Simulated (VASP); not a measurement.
# HPbNO4 (P1) in VASP: notebook, part 2 of 2

VASP 6.6.1. Earlier steps stand in the parts before.

### 4 Single point, PBE (14.06 Å³/atom)

This run uses another cell than the first one, of 14.06 Å³/atom.

INCAR

```
SYSTEM = HPbNO4
PREC     = Accurate       ! precision mode
ENCUT    = 520            ! plane-wave cutoff, eV
EDIFF    = 1E-6           ! SCF threshold, eV
ISMEAR   = -1             ! smearing method
SIGMA    = 0.05           ! smearing width, eV
LREAL    = .False.        ! projectors in reciprocal space
LASPH    = .True.         ! aspherical terms in the spheres
NELM     = 60             ! most SCF steps
ALGO     = Normal         ! electronic algorithm
ISIF     = 2              ! what is computed and relaxed
LWAVE    = .False.        ! write WAVECAR
LCHARG   = .True.         ! write CHGCAR
GGA      = PE             ! functional
LELF     = .True.         ! ELF
LVHAR    = .True.       
NBANDS   = 31             ! bands
```

KPOINTS

```
regular mesh
0
Gamma
  5 4 4
  0 0 0
```

POSCAR

```
HPbNO4
1.0
    3.8570700000      0.0017800000     -0.0365800000
    0.1735300000      4.3343600000     -0.0164700000
    0.7580300000      0.8387300000      5.8766200000
H Pb N O
1 1 1 4
Direct
    0.6151100000      0.8955900000      0.1984400000
    0.6459700000      0.4465100000      0.9168500000
    0.7147400000      0.2381000000      0.5005800000
    0.1695800000      0.4700700000      0.7776800000
    0.6291900000      0.9704500000      0.4984500000
    0.5642400000      0.9258300000      0.0384900000
    0.7802200000      0.4225000000      0.3195100000
```

Potentials or basis: VASP PAW PBE potentials, release 64 (H, Pb_d, N, O).

On the command line:

```console
> cat potpaw_PBE.64/H/POTCAR potpaw_PBE.64/Pb_d/POTCAR potpaw_PBE.64/N/POTCAR potpaw_PBE.64/O/POTCAR > POTCAR
> mpirun -np 1 vasp_std > vasp.out
```

OUTCAR:

```text
SYSTEM = HPbNO4
   PREC = Accurate
   ENCUT = 520
   EDIFF = 1E-6
   ISMEAR = -1
   LREAL = .False.
   LASPH = .True.
   NELM = 60
   ISIF = 2
   GGA = PE

 ion  position               nearest neighbor table
   1  0.615  0.896  0.198-   6 0.99
   2  0.646  0.447  0.917-   4 2.09   4 2.10   6 2.30   6 2.30   7 2.51   3 2.75
   3  0.715  0.238  0.501-   5 1.22   7 1.26   2 2.75
   4  0.170  0.470  0.778-   2 2.09   2 2.10
   5  0.629  0.970  0.498-   3 1.22
   6  0.564  0.926  0.038-   1 0.99   2 2.30   2 2.30
   7  0.780  0.422  0.320-   3 1.26   2 2.51

  LATTYP: Found a triclinic cell.
 ALAT       =     9.0022731292
 B/A-ratio  =     1.1034313029
 C/A-ratio  =     0.8320978899
 COS(alpha) =     0.0134657135
 COS(beta)  =     0.5861289562
 COS(gamma) =     0.8046043717

  Lattice vectors:

 A1 = (  -7.8876700000,  -4.3379200000,   0.0896300000)
 A2 = (  -7.1296400000,  -3.4991900000,   5.9662500000)
 A3 = (  -4.6151000000,  -0.8405100000,  -5.8400400000)
[... 184 lines left out ...]

 E-fermi :   0.9625     XC(G=0):  -8.7843

 val. band max:        0.7645110837   @ k =   0.4000   0.2500  -0.0000
 cond. band min:       1.0324594196   @ k =   0.0000   0.0000   0.5000
 fundamental gap:      0.2679483360
 Fermi energy:         0.9625406152

 k-point     1 :       0.0000    0.0000    0.0000
  band No.  band energies     occupation
      1     -24.0634      2.00000
      2     -19.7042      2.00000
      3     -17.7128      2.00000
      4     -17.2226      2.00000
      5     -15.0669      2.00000
      6     -14.9666      2.00000
[... 805 lines left out ...]
     30      11.8723      0.00000
     31      12.0957      0.00000

 [... further k-points ...]

------------------------ aborting loop because EDIFF is reached ----------------------------------------

  FORCE on cell =-STRESS in cart. coord.  units (eV):
  Direction    XX          YY          ZZ          XY          YZ          ZX
  --------------------------------------------------------------------------------------
  -------------------------------------------------------------------------------------
  Total        0.0579131      0.7557558      0.3378198      0.2557517     -0.2561922     -0.0552126
  in kB        0.9428507     12.3040304      5.4998524      4.1637481     -4.1709193     -0.8988842
  external PRESSURE =       6.2489112 kB  Pullay stress =       0.0000000 kB

 VOLUME and BASIS-vectors are now :
 -----------------------------------------------------------------------------
  energy-cutoff  :      520.00
  volume of cell :       98.41
      direct lattice vectors                 reciprocal lattice vectors
     3.857070000  0.001780000 -0.036580000     0.258966393 -0.010489196 -0.031907234
     0.173530000  4.334360000 -0.016470000    -0.000418053  0.230606447 -0.032858965
     0.758030000  0.838730000  5.876620000     0.001610808  0.000581013  0.169875140

 POSITION                                       TOTAL-FORCE (eV/Angst)
 -----------------------------------------------------------------------------------
      2.67836      4.04934      1.12891         0.026344     -0.008042      0.096355
      3.26403      2.70547      5.35700        -0.000981      0.004339     -0.006361
      3.17757      1.45313      2.91165         0.134041      0.344914      0.301757
      1.32516      2.69002      4.55618        -0.000664      0.004695     -0.013740
      2.97307      4.62546      2.89020        -0.191367     -0.590847      0.034068
      2.36615      4.04617      0.19030        -0.021039      0.003249     -0.070464
      3.32488      2.10064      1.84214         0.053666      0.241693     -0.341615
 -----------------------------------------------------------------------------------
    total drift:                                0.000711      0.001297     -0.001996

  FREE ENERGIE OF THE ION-ELECTRON SYSTEM (eV)
  ---------------------------------------------------
  free  energy   TOTEN  =       -38.6500163999 eV

  energy  without entropy=      -38.6479714596  energy(sigma->0) =      -38.64899393
```

stdout:

```text
POSCAR found type information on POSCAR H PbN O
 POSCAR found :  4 types and       7 ions
 scaLAPACK will be used
 LDA part: xc-table for (Slater+PW92), standard interpolation
 POSCAR, INCAR and KPOINTS ok, starting setup
 FFT: planning ... GRIDC
 FFT: planning ... GRID_SOFT
 FFT: planning ... GRID
 WAVECAR not read
 entering main loop
```

Run time: 62 s. Hardware: 1 thread of Intel Xeon 6975P-C (Granite Rapids), shared host; peak memory 0.27 GiB.

What came out:

```yaml
Free_energy: -38.6500 eV
Pressure: 0.6 GPa
Largest_force: 0.622 eV/Å
Band_gap_on_the_k_mesh: 0.27 eV (least direct gap 0.46 eV)
```

Forces in eV/Å, atoms in the order of the input:
```
H    0.026 -0.008  0.096
Pb  -0.001  0.004 -0.006
N    0.134  0.345  0.302
O   -0.001  0.005 -0.014
O   -0.191 -0.591  0.034
O   -0.021  0.003 -0.070
O    0.054  0.242 -0.342
```

Stress tensor (GPa, compression positive):
```
 0.09  0.42 -0.09
 0.42  1.23 -0.42
-0.09 -0.42  0.55
```

Caveat: the standard files for N, O and F lose accuracy on very short bonds; spin-orbit coupling is left out, which moves the levels of the heavy elements; an odd mesh through Γ misses points on the zone boundary, where band edges can lie.

### 5 Summary

```tsv
cell	gap on the mesh (eV)	pressure (GPa)	largest force (eV/Å)
a = 3.805, b = 4.279, c = 5.903 Å, angles 81.9, 83.3, 87.7°, 7 atoms	0.31	4.9	2.01
a = 3.831, b = 4.309, c = 5.944 Å, angles 81.9, 83.3, 87.7°, 7 atoms	0.29	2.7	1.29
a = 3.857, b = 4.338, c = 5.984 Å, angles 81.9, 83.3, 87.7°, 7 atoms	0.27	0.6	0.62
```

Alike in all rows: task single point; level PBE; potentials or basis VASP PAW PBE potentials, release 64 (H, Pb_d, N, O); no spin polarisation; k mesh 5 × 4 × 4; cutoff (eV) 520; smearing fermi-dirac 0.05 eV.

Caveats: the standard files for N, O and F lose accuracy on very short bonds; spin-orbit coupling is left out, which moves the levels of the heavy elements; an odd mesh through Γ misses points on the zone boundary, where band edges can lie; forces of over 1 eV/Å act on the atoms, so gaps and moduli don't describe the material at rest (at least some runs); the cell stands under pressure (at least some runs).

Absolute energies hang on the potentials; compare differences alone.
